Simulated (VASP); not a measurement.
Mo: single point with PBE

The system is Mo.

```xyz
1
Lattice="-1.3954 1.3954 2.1229 1.3954 -1.3954 2.1229 1.3954 1.3954 -2.1229" Properties=species:S:1:pos:R:3 pbc="T T T"
Mo    0.0000    0.0000    0.0000
```

```
Program                : VASP 6.6.1
Task                   : single point
Functional             : PBE
Potentials or basis    : VASP PAW PBE potentials, release 64 (Mo_sv)
Cutoff                 : 520 eV
k mesh                 : 8 × 8 × 8
Occupations            : gaussian, width 0.1 eV
Spin                   : no spin polarisation
Dipole correction      : no
Further INCAR settings : ALGO = Normal; EDIFF = 1e-06; NBANDS = 13
```

```json
{"Pressure": "-6.5 GPa", "Band gap on the k mesh": "zero (band 7 reaches 14.99 eV, above the bottom of band 8 at 10.96 eV)"}
```

Stress tensor (GPa, compression positive):
```
-9.52  0.00  0.00
 0.00 -9.52  0.00
 0.00  0.00 -0.60
```

Levels at points of the mesh, in eV from the Fermi level:
```csv
k point,band 3,band 4,band 5,band 6,band 7,band 8,band 9,band 10,band 11,band 12
"(0.00, 0.00, 0.00)",-34.19,-34.19,-6.71,-1.30,-0.42,-0.42,1.15,2.39,13.09,16.68
"(0.50, 0.00, 0.00)",-34.46,-34.29,-4.53,-1.35,-0.44,1.39,3.54,3.97,10.60,12.63
"(0.50, 0.50, 0.00)",-34.76,-34.64,-4.83,-4.17,3.61,3.85,4.26,4.80,11.30,12.38
"(0.50, 0.50, 0.50)",-34.52,-34.52,-4.78,-4.07,2.86,3.83,4.26,4.26,12.54,12.89
```

Run time: 8.3 s on 1 thread of Intel Xeon 6975P-C, with other jobs on the host, peak memory 0.15 GiB.

Caveat: the k points lie up to 0.40 Å⁻¹ apart.
